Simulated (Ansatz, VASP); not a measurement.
## Two plane-wave programs on CoO

File INCAR:

```
PREC = Accurate
ENCUT = 520
EDIFF = 1E-8
ISMEAR = -1
SIGMA = 0.05
LREAL = False
LASPH = True
NELM = 150
ALGO = Normal
ISIF = 2
LWAVE = False
LCHARG = False
ISPIN = 2
MAGMOM = 2 0
LORBIT = 11
LMAXMIX = 4
GGA = PE
LEFG = True
NBANDS = 18
```

File KPOINTS:

```
regular mesh
0
Gamma
  15 15 15
```

POSCAR

```
CoO
1.0
    0.0000000000      2.1315000000      2.1315000000
    2.1315000000      0.0000000000      2.1315000000
    2.1315000000      2.1315000000      0.0000000000
Co O
1 1
Direct
    0.0000000000      0.0000000000      0.0000000000
    0.5000000000      0.5000000000      0.5663481117
```

Input for Ansatz:

```yaml
crystal:
  lattice:
    - [0.0, 2.1315, 2.1315]
    - [2.1315, 0.0, 2.1315]
    - [2.1315, 2.1315, 0.0]
  atoms:
    - { symbol: Co, position: [0.0, 0.0, 0.0], spin: 2.0 }
    - { symbol: O, position: [0.5, 0.5, 0.5663481117] }
magnetization:
  spin_polarized: true
kpoints:
  mp_grid: { grid: [15, 15, 15] }
scf:
  occupations: { method: fermi_dirac, width: 0.05 }
hamiltonian:
  xc: pbe
  pseudopotentials: { kind: paw }
output:
  forces: true
  stress: true
  eigenvalues: true
  efg: { contact_densities: true }
```

Alike in both runs: task electric field gradients; functional PBE; k mesh 15 × 15 × 15; occupations fermi-dirac, width 0.05 eV; collinear spin.

|  | VASP | Ansatz |
| --- | --- | --- |
| version | VASP 6.6.1 | Ansatz 0.2.0 |
| potentials or method | VASP PAW PBE potentials, release 64 (Co, O) | PAW with Ansatz's default frozen-core files, scalar-relativistic |
| plane-wave cutoff (eV) | 520 | 420 |
| valence electrons in the cell | 15 | 23 |

VASP gave:

```
pressure (GPa)                                                : 0.7
traceless stress, the component that is largest in VASP (GPa) : -3.68
rms of the force components (eV/Å)                            : 0.201
net moment per atom (μB)                                      : 1.46
size of the moment on the site where the two differ most (μB) : 2.55
size of Vzz on the site where it differs most (V/Å²)          : 20.7
```

**Question.** What did Ansatz give for the same quantities?

**Answer.** Pressure (GPa): 1.2; traceless stress, the component that is largest in VASP (GPa): -3.79; rms of the force components (eV/Å): 0.198; net moment per atom (μB): 1.47; size of the moment on the site where the two differ most (μB): 2.44; size of Vzz on the site where it differs most (V/Å²): 19.3.

Site moments also hang on the region over which each program counts them. Atom by atom the forces differ by 0.003 eV/Å (rms over components). VASP's potentials hold 15 valence electrons a cell and Ansatz's 23, so a difference there can come from the potentials and not from the codes.
